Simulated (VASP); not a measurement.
Write the native input for VASP 6.6.1 that does the following.

```yaml
Task: single point
Functional: PBEsol
Potentials_or_basis: VASP PAW PBE potentials, release 64 (Si, Ge_d)
Cutoff: 520 eV
k_mesh: 2 × 2 × 2
Occupations: gaussian, width 0.05 eV
Spin: no spin polarisation
Dipole_correction: no
Further_INCAR_settings: LREAL = Auto; ALGO = Normal; EDIFF = 1e-06; NBANDS = 53
```

The structure of Si16Ge (a cell with a defect) lies in POSCAR:

```
Si16Ge
1.0
    0.0000000000      5.4300000000      5.4300000000
    5.4300000000      0.0000000000      5.4300000000
    5.4300000000      5.4300000000      0.0000000000
Si Ge
16 1
Direct
   -0.0038406077     -0.0019308471     -0.0042916206
    0.1346592081      0.0965732044      0.1345135359
   -0.0049551565     -0.0015337937      0.5103884899
    0.1187314917      0.1322732965      0.6242325967
    0.0131519337      0.4618471455      0.0132456722
    0.1170073665      0.6179292818      0.1164712707
   -0.0148128913      0.5032406998      0.5057044199
    0.1149628913      0.6185221915      0.6499752302
    0.5105206262     -0.0017567219     -0.0051318600
    0.6246452118      0.1321487109      0.1182284530
    0.4917716390      0.0237863720      0.4912664825
    0.6238079190      0.1324116022      0.6236171271
    0.5059267956      0.5031645488     -0.0150420810
    0.6498751381      0.6182567219      0.1148911602
    0.5056489871      0.5032465930      0.5055322284
    0.6161598527      0.6513854512      0.6159303867
    0.2661615101      0.7028440147      0.2663292818
```

These files were run (other wordings do the same):

INCAR

```
SYSTEM = Si16Ge
ALGO     = Normal         ! electronic algorithm
EDIFF    = 1E-6           ! SCF threshold, eV
ENCUT    = 520            ! plane-wave cutoff, eV
GGA      = PS             ! functional
ISIF     = 2              ! what is computed and relaxed
ISMEAR   = 0              ! smearing method
LASPH    = .TRUE.         ! aspherical terms in the spheres
LCHARG   = .FALSE.        ! write CHGCAR
LREAL    = Auto         
LWAVE    = .FALSE.        ! write WAVECAR
NBANDS   = 53             ! bands
NELM     = 100            ! most SCF steps
PREC     = Accurate       ! precision mode
SIGMA    = 0.05           ! smearing width, eV
```

KPOINTS

```
k-points
0
G
  2 2 2
  0 0 0
```

Potentials or basis: VASP PAW PBE potentials, release 64 (Si, Ge_d).

The run is started by

```bash
$ cat potpaw_PBE.64/Si/POTCAR potpaw_PBE.64/Ge_d/POTCAR > POTCAR
$ mpirun -np 1 vasp_std > vasp.out
```

It gave:

```json
{
 "Pressure": "4.5 GPa",
 "Largest force": "0.292 eV/Å",
 "Band gap on the k mesh": "zero (bands 39 and 40 overlap by 0.23 eV)"
}
```

Caveat: the k points lie up to 0.50 Å⁻¹ apart; the PAW data sets were made with another functional, which shifts forces and pressure a little.

Wall time 93 s on 1 thread of Intel(R) Xeon(R) 6975P-C (Granite Rapids), on a shared host, peak memory 0.49 GiB.
